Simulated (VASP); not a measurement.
Here is a VASP 6.6.1 calculation.

INCAR

```
PREC = Accurate
ENCUT = 520
EDIFF = 1E-6
ISMEAR = 0
SIGMA = 0.02
LREAL = False
LASPH = True
NELM = 60
ALGO = Normal
ISIF = 2
LWAVE = False
LCHARG = True
GGA = PE
LELF = True
LVHAR = True
NBANDS = 11
```

File KPOINTS:

```
regular mesh
0
Gamma
  8 8 8
```

POSCAR

```
BeS
1.0
    0.0000000000      2.3883925716      2.3883925716
    2.3883925716      0.0000000000      2.3883925716
    2.3883925716      2.3883925716      0.0000000000
Be S
1 1
Direct
    0.7500000000      0.7500000000      0.7500000000
    0.0000000000      0.0000000000      0.0000000000
```

Potentials or basis: VASP PAW PBE potentials, release 64 (Be, S).

The run is started by

```console
$ cat potpaw_PBE.64/Be/POTCAR potpaw_PBE.64/S/POTCAR > POTCAR
$ mpirun -np 1 vasp_std > vasp.out
```

Question: What does it give for the pressure?

Answer: 6.5 GPa.

Question: Predict the band gap on the k mesh.

Answer: 3.00 eV, indirect (least direct gap 5.65 eV).

 A k mesh can miss the band edges.
